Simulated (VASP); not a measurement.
# Nb2B3C (P4/mmm) in VASP: further runs, part 2 of 2

VASP 6.6.1. The steps go on from the part before.

## (3) Single point, PBE

This run uses another cell than the first one, of 14.16 Å³/atom.

INCAR reads:

```
ALGO = Normal
EDIFF = 1E-7
ENCUT = 520
GGA = PE
ISIF = 2
ISMEAR = 0
LASPH = True
LCHARG = False
LREAL = False
LWAVE = False
NBANDS = 28
NELM = 80
PREC = Accurate
SIGMA = 0.1
```

KPOINTS reads:

```
k-points
0
Gamma
  6 6 2
```

POSCAR reads:

```
Nb2B3C
1.0
    2.8367824800      0.0000000000      0.0000000000
    0.0000000000      2.8367824800      0.0000000000
    0.0000000000      0.0000000000     10.5562337800
Nb B C
2 3 1
Direct
    0.5000000000      0.5000000000      0.8681410000
    0.5000000000      0.5000000000      0.1318590000
    0.0000000000      0.0000000000      0.6647679800
    0.0000000000      0.0000000000      0.3352320200
    0.5000000000      0.5000000000      0.5000000000
    0.0000000000      0.0000000000      0.0000000000
```

Potentials or basis: VASP PAW PBE potentials, release 64 (Nb_sv, B, C).

Command:

```
$ cat potpaw_PBE.64/Nb_sv/POTCAR potpaw_PBE.64/B/POTCAR potpaw_PBE.64/C/POTCAR > POTCAR
$ mpirun -np 1 vasp_std > vasp.out
```

OUTCAR:

```text
EDIFF = 1E-7
   ENCUT = 520
   GGA = PE
   ISIF = 2
   ISMEAR = 0
   LASPH = True
   LREAL = False
   NELM = 80
   PREC = Accurate

 ion  position               nearest neighbor table
   1  0.500  0.500  0.868-   6 2.44   6 2.44   6 2.44   6 2.44   2 2.78
   2  0.500  0.500  0.132-   6 2.44   6 2.44   6 2.44   6 2.44   1 2.78
   3  0.000  0.000  0.665-
   4  0.000  0.000  0.335-
   5  0.500  0.500  0.500-
   6  0.000  0.000  0.000-   1 2.44   2 2.44   1 2.44   2 2.44   1 2.44   2 2.44   1 2.44   2 2.44

  LATTYP: Found a simple tetragonal cell.
 ALAT       =     2.8367824800
 C/A-ratio  =     3.7211995824

  Lattice vectors:

 A1 = (   2.8367824800,   0.0000000000,   0.0000000000)
 A2 = (   0.0000000000,   2.8367824800,   0.0000000000)
 A3 = (   0.0000000000,   0.0000000000,  10.5562337800)

Analysis of symmetry for initial positions (statically):
=====================================================================
 Subroutine PRICEL returns:
 Original cell was already a primitive cell.

[... 172 lines left out ...]

 E-fermi :   6.5305     XC(G=0): -11.0883

 val. band max:        6.4418746669   @ k =   0.3333   0.0000   0.5000
 cond. band min:       6.5472188949   @ k =   0.3333   0.0000   0.0000
 fundamental gap:      0.1053442280
 Fermi energy:         6.5305440614

 k-point     1 :       0.0000    0.0000    0.0000
  band No.  band energies     occupation
      1     -48.6208      2.00000
      2     -48.5474      2.00000
      3     -25.0096      2.00000
      4     -24.3864      2.00000
      5     -24.1315      2.00000
      6     -24.1315      2.00000
[... 609 lines left out ...]
     27      10.1026      0.00000
     28      10.1242      0.00000

------------------------ aborting loop because EDIFF is reached ----------------------------------------

  FORCE on cell =-STRESS in cart. coord.  units (eV):
  Direction    XX          YY          ZZ          XY          YZ          ZX
  --------------------------------------------------------------------------------------
  -------------------------------------------------------------------------------------
  Total      -12.5527290    -12.5527290    -18.4078359      0.0000000      0.0000000      0.0000000
  in kB     -236.7487332   -236.7487332   -347.1780386      0.0000000      0.0000000      0.0000000
  external PRESSURE =    -273.5585017 kB  Pullay stress =       0.0000000 kB

 VOLUME and BASIS-vectors are now :
 -----------------------------------------------------------------------------
  energy-cutoff  :      520.00
  volume of cell :       84.95
      direct lattice vectors                 reciprocal lattice vectors
     2.836782480  0.000000000  0.000000000     0.352512047  0.000000000  0.000000000
     0.000000000  2.836782480  0.000000000     0.000000000  0.352512047  0.000000000
     0.000000000  0.000000000 10.556233780     0.000000000  0.000000000  0.094730755

 POSITION                                       TOTAL-FORCE (eV/Angst)
 -----------------------------------------------------------------------------------
      1.41839      1.41839      9.16430         0.000000     -0.000000      0.257926
      1.41839      1.41839      1.39193         0.000000     -0.000000     -0.257926
      0.00000      0.00000      7.01745         0.000000      0.000000      0.607942
      0.00000      0.00000      3.53879        -0.000000      0.000000     -0.607942
      1.41839      1.41839      5.27812         0.000000      0.000000     -0.000000
      0.00000      0.00000      0.00000         0.000000      0.000000     -0.000000
 -----------------------------------------------------------------------------------
    total drift:                                0.000000     -0.000000      0.000000

  FREE ENERGIE OF THE ION-ELECTRON SYSTEM (eV)
  ---------------------------------------------------
  free  energy   TOTEN  =       -40.3687566220 eV

  energy  without entropy=      -40.3537113045  energy(sigma->0) =      -40.36123396
```

OSZICAR:

```text
N       E                     dE             d eps       ncg     rms          rms(c)
DAV:   1     0.331440612690E+03    0.33144E+03   -0.20007E+04  1120   0.133E+03
DAV:   2    -0.127998283886E+02   -0.34424E+03   -0.33314E+03  1380   0.470E+02
DAV:   3    -0.430529168206E+02   -0.30253E+02   -0.29573E+02  2088   0.101E+02
DAV:   4    -0.446701720070E+02   -0.16173E+01   -0.16088E+01  1704   0.205E+01
DAV:   5    -0.447533319660E+02   -0.83160E-01   -0.83040E-01  1940   0.471E+00    0.130E+01
DAV:   6    -0.406472781717E+02    0.41061E+01   -0.30028E+01  1744   0.259E+01    0.458E+00
DAV:   7    -0.403754015913E+02    0.27188E+00   -0.22792E+00  1592   0.848E+00    0.254E+00
DAV:   8    -0.403792835895E+02   -0.38820E-02   -0.61661E-01  1648   0.362E+00    0.935E-01
DAV:   9    -0.403700208268E+02    0.92628E-02   -0.14837E-01  2048   0.182E+00    0.583E-01
DAV:  10    -0.403691003070E+02    0.92052E-03   -0.19978E-02  1680   0.633E-01    0.380E-01
DAV:  11    -0.403687804963E+02    0.31981E-03   -0.85306E-03  1660   0.579E-01    0.451E-02
DAV:  12    -0.403687549851E+02    0.25511E-04   -0.66438E-04  1496   0.201E-01    0.210E-02
DAV:  13    -0.403687566201E+02   -0.16350E-05   -0.62734E-05  1828   0.533E-02    0.118E-02
DAV:  14    -0.403687566341E+02   -0.14016E-07   -0.94264E-06  1680   0.147E-02    0.365E-03
DAV:  15    -0.403687566220E+02    0.12153E-07   -0.77390E-07  1504   0.662E-03
   1 F= -.40368757E+02 E0= -.40361234E+02  d E =-.150453E-01
```

Run time: 44 s. Hardware: 1 thread of AMD EPYC 7R13 (Zen 3), shared host; peak memory 0.19 GiB.

What came out:

| Quantity | Value |
| --- | --- |
| Free energy | -40.3688 eV |
| Pressure | -27.4 GPa |
| Largest force | 0.608 eV/Å |
| Band gap on the k mesh | zero (an odd number of electrons rules out a gap without spin polarisation) |

Forces in eV/Å, atoms in the order of the input:
```
Nb   0.000  0.000  0.258
Nb   0.000  0.000 -0.258
B    0.000  0.000  0.608
B    0.000  0.000 -0.608
B    0.000  0.000  0.000
C    0.000  0.000  0.000
```

Stress tensor (GPa, compression positive):
```
-23.67   0.00   0.00
  0.00 -23.67   0.00
  0.00   0.00 -34.72
```

Caveat: the k points lie up to 0.37 Å⁻¹ apart, too coarse for converged energies and pressures of a metal.

## (4) Relaxation of cell and atoms, PBE

This run uses another cell than the first one, of 14.16 Å³/atom.

INCAR reads:

```
PREC = Accurate ; ENCUT = 600
EDIFF = 1E-7 ; ISMEAR = 0
SIGMA = 0.1 ; LREAL = F
LASPH = T ; NELM = 60
ALGO = Normal ; ISIF = 3
LWAVE = F ; LCHARG = F
GGA = PE ; IBRION = 2
NSW = 90 ; EDIFFG = -0.04
```

KPOINTS reads:

```
regular mesh
0
Gamma
  6 6 2
```

POSCAR is that of step 3.

Potentials or basis: VASP PAW PBE potentials, release 64 (Nb_sv, B, C).

Command:

```
$ cat potpaw_PBE.64/Nb_sv/POTCAR potpaw_PBE.64/B/POTCAR potpaw_PBE.64/C/POTCAR > POTCAR
$ mpirun -np 1 vasp_std > vasp.out
```

OUTCAR:

```text
PREC = Accurate
   ENCUT = 600
   EDIFF = 1E-7
   ISMEAR = 0
   LREAL = F
   LASPH = T
   NELM = 60
   ISIF = 3
   GGA = PE
   IBRION = 2
   NSW = 90
   EDIFFG = -0.04

 ion  position               nearest neighbor table
   1  0.500  0.500  0.868-   6 2.44   6 2.44   6 2.44   6 2.44   2 2.78
   2  0.500  0.500  0.132-   6 2.44   6 2.44   6 2.44   6 2.44   1 2.78
   3  0.000  0.000  0.665-
   4  0.000  0.000  0.335-
   5  0.500  0.500  0.500-
   6  0.000  0.000  0.000-   1 2.44   2 2.44   1 2.44   2 2.44   1 2.44   2 2.44   1 2.44   2 2.44

  LATTYP: Found a simple tetragonal cell.
 ALAT       =     2.8367824800
 C/A-ratio  =     3.7211995824

  Lattice vectors:

 A1 = (   2.8367824800,   0.0000000000,   0.0000000000)
 A2 = (   0.0000000000,   2.8367824800,   0.0000000000)
 A3 = (   0.0000000000,   0.0000000000,  10.5562337800)

Analysis of symmetry for initial positions (statically):
=====================================================================
 Subroutine PRICEL returns:
 Original cell was already a primitive cell.

 Routine SETGRP: Setting up the symmetry group for a
 simple tetragonal supercell.

 Subroutine GETGRP returns: Found 16 space group operations
 (whereof 16 operations were pure point group operations)
 out of a pool of 16 trial point group operations.

The static configuration has the point symmetry D_4h.

Analysis of symmetry for dynamics (positions and initial velocities):
=====================================================================
 Subroutine PRICEL returns:
 Original cell was already a primitive cell.

 Routine SETGRP: Setting up the symmetry group for a
 simple tetragonal supercell.

 Subroutine GETGRP returns: Found 16 space group operations
 (whereof 16 operations were pure point group operations)
 out of a pool of 16 trial point group operations.

The dynamic configuration has the point symmetry D_4h.

 Subroutine INISYM returns: Found 16 space group operations
 (whereof 16 operations are pure point group operations),
 and found     1 'primitive' translations

[... 132 lines left out ...]
  volume of cell :       84.95
 maximum number of plane-waves:      2852
 NGX is ok and might be reduce to    24
   NGX = 11   NGY = 11   NGZ = 43

--------------------------------------- Ionic step        1  -------------------------------------------

 number of electron      39.0000002 magnetization

 Free energy of the ion-electron system (eV)
  ---------------------------------------------------
  ext. energy  EPLUGINS =         0.00000000
  ---------------------------------------------------
  free energy    TOTEN  =       -40.36905968 eV

  energy without entropy =      -40.35401574  energy(sigma->0) =      -40.36153771

------------------------ aborting loop because EDIFF is reached ----------------------------------------

  FORCE on cell =-STRESS in cart. coord.  units (eV):
  Direction    XX          YY          ZZ          XY          YZ          ZX
  --------------------------------------------------------------------------------------
  -------------------------------------------------------------------------------------
  Total      -12.5542309    -12.5542309    -18.4102034      0.0000000     -0.0000000     -0.0000000
  in kB     -236.7770599   -236.7770599   -347.2226904      0.0000000     -0.0000000     -0.0000000
  external PRESSURE =    -273.5922701 kB  Pullay stress =       0.0000000 kB
[... 101 lines left out ...]
  FREE ENERGIE OF THE ION-ELECTRON SYSTEM (eV)
  ---------------------------------------------------
  free  energy   TOTEN  =       -42.2224840136 eV

  energy  without entropy=      -42.2070063192  energy(sigma->0) =      -42.21474517

 E-fermi :   9.6814     XC(G=0): -12.5921

 val. band max:        9.6502450809   @ k =   0.3333   0.1667   0.0000
 cond. band min:       9.6904764243   @ k =   0.3333   0.0000   0.5000
 fundamental gap:      0.0402313434
 Fermi energy:         9.6814438138

 k-point     1 :       0.0000    0.0000    0.0000
  band No.  band energies     occupation
      1     -44.9743      2.00000
      2     -44.8312      2.00000
      3     -21.6231      2.00000
      4     -20.6318      2.00000
      5     -20.6318      2.00000
      6     -20.6154      2.00000
[... 509 lines left out ...]
     22      12.0011      0.00000
     23      12.0011      0.00000

[... ionic steps 4 to 21 ...]

--------------------------------------- Ionic step       22  -------------------------------------------

 number of electron      38.9999999 magnetization

------------------------ aborting loop because EDIFF is reached ----------------------------------------
[... 75 lines left out ...]
--------------------------------------- Ionic step       24  -------------------------------------------

 number of electron      38.9999999 magnetization

 Free energy of the ion-electron system (eV)
  ---------------------------------------------------
  ext. energy  EPLUGINS =         0.00000000
  ---------------------------------------------------
  free energy    TOTEN  =       -47.67276770 eV

  energy without entropy =      -47.66631135  energy(sigma->0) =      -47.66953952

 E-fermi :  10.6744     XC(G=0): -12.9393

 val. band max:       10.5188722869   @ k =   0.3333   0.1667   0.5000
 cond. band min:      10.7016531488   @ k =   0.1667   0.0000   0.0000
 fundamental gap:      0.1827808619
 Fermi energy:        10.6743646454

 k-point     1 :       0.0000    0.0000    0.0000
  band No.  band energies     occupation
      1     -43.9184      2.00000
      2     -43.8540      2.00000
      3     -20.4291      2.00000
      4     -19.8478      2.00000
      5     -19.3264      2.00000
      6     -19.3264      2.00000
[... 542 lines left out ...]
  FREE ENERGIE OF THE ION-ELECTRON SYSTEM (eV)
  ---------------------------------------------------
  free  energy   TOTEN  =       -47.6727676973 eV

  energy  without entropy=      -47.6663113492  energy(sigma->0) =      -47.66953952

 reached required accuracy - stopping structural energy minimisation
```

CONTCAR:

```text
Nb2B3C
   1.00000000000000
     2.7594922101085340   -0.0000000000000000    0.0000000000000000
     0.0000000000000000    2.7594922101085340    0.0000000000000000
     0.0000000000000000   -0.0000000000000000    7.6219841577231593
  Nb              B               C
     2     3     1
Direct
     0.5000000000000000    0.5000000000000000    0.8142236506852073
     0.5000000000000000    0.5000000000000000    0.1857763493147924
     0.0000000000000000    1.0000000000000000    0.6090246355590715
     0.0000000000000000    0.0000000000000000    0.3909753644409285
     0.5000000000000000    0.5000000000000000    0.5000000000000000
     1.0000000000000000    0.0000000000000000    0.0000000000000000

  0.00000000E+00  0.00000000E+00  0.00000000E+00
  0.00000000E+00  0.00000000E+00  0.00000000E+00
  0.00000000E+00  0.00000000E+00  0.00000000E+00
  0.00000000E+00  0.00000000E+00  0.00000000E+00
  0.00000000E+00  0.00000000E+00  0.00000000E+00
  0.00000000E+00  0.00000000E+00  0.00000000E+00
```

Wall time 14 min (1 thread of AMD EPYC 7R13 (Zen 3), shared host); peak memory 0.23 GiB.

Results:

- Free energy: -47.6728 eV
- Relaxed volume: 9.67 Å³/atom
- Relaxed cell: a = 2.759 Å, b = 2.759 Å, c = 7.622 Å, α = 90.00°, β = 90.00°, γ = 90.00°
- Space group after relaxing (to 0.1 Å): P4/mmm (No. 123)
- Pressure after relaxing: 0.0 GPa
- Largest force after relaxing: 0.022 eV/Å
- Band gap on the k mesh: zero (an odd number of electrons rules out a gap without spin polarisation)

Forces in eV/Å, atoms in the order of the input:
```
Nb   0.000  0.000 -0.014
Nb   0.000  0.000  0.014
B    0.000  0.000  0.022
B    0.000  0.000 -0.022
B    0.000  0.000  0.000
C    0.000  0.000  0.000
```

Final structure:
```yaml
crystal:
  lattice:
    - [2.75949, 0.00000, 0.00000]
    - [0.00000, 2.75949, 0.00000]
    - [0.00000, 0.00000, 7.62198]
  atoms:
    - { symbol: Nb, position: [0.50000, 0.50000, 0.81422] }
    - { symbol: Nb, position: [0.50000, 0.50000, 0.18578] }
    - { symbol: B, position: [0.00000, 0.00000, 0.60902] }
    - { symbol: B, position: [0.00000, 0.00000, 0.39098] }
    - { symbol: B, position: [0.50000, 0.50000, 0.50000] }
    - { symbol: C, position: [0.00000, 0.00000, 0.00000] }
```

Levels at points of the mesh, in eV from the Fermi level:
```csv
k point,band 17,band 18,band 19,band 20,band 21,band 22
"(0.00, 0.00, 0.00)",-1.66,-1.06,0.09,0.09,1.91,2.28
"(0.50, 0.00, 0.00)",-1.55,-1.45,-0.82,1.27,1.99,2.70
"(0.50, 0.50, 0.00)",-2.33,-2.33,-2.07,-0.61,0.41,1.57
"(0.00, 0.00, 0.50)",-1.26,-0.75,-0.75,-0.75,2.10,3.85
"(0.50, 0.00, 0.50)",-1.82,-1.36,-0.73,0.79,2.50,2.76
"(0.50, 0.50, 0.50)",-3.06,-1.86,-0.77,-0.77,1.26,1.26
```

Caveat: the k points lie up to 0.41 Å⁻¹ apart in the final cell, too coarse for converged energies and pressures of a metal; the volume moved by over 15 % at a fixed basis, so the end points are rough.

## (5) Summary

```csv
task,cell,cutoff (eV),gap on the mesh (eV),pressure (GPa),largest force (eV/Å)
single point,"a = 2.761, b = 2.761, c = 7.623 Å, 6 atoms, atomic positions A",520,none,-0.4,0.03
single point,"a = 2.837, b = 2.837, c = 10.556 Å, 6 atoms, atomic positions B",520,none,-27.4,0.61
relaxation of cell and atoms,"relaxed from a = 2.837, b = 2.837, c = 10.556 Å, 6 atoms, atomic positions B",600,none,0.0,0.02
```

Alike in all rows: level PBE; potentials or basis VASP PAW PBE potentials, release 64 (Nb_sv, B, C); no spin polarisation; k mesh 6 × 6 × 2; smearing gaussian 0.1 eV.

Caveats: all runs use coarse meshes; the volume moved by over 15 % at a fixed basis, so the end points are rough (at least some runs).

Absolute energies hang on the potentials; compare differences alone.
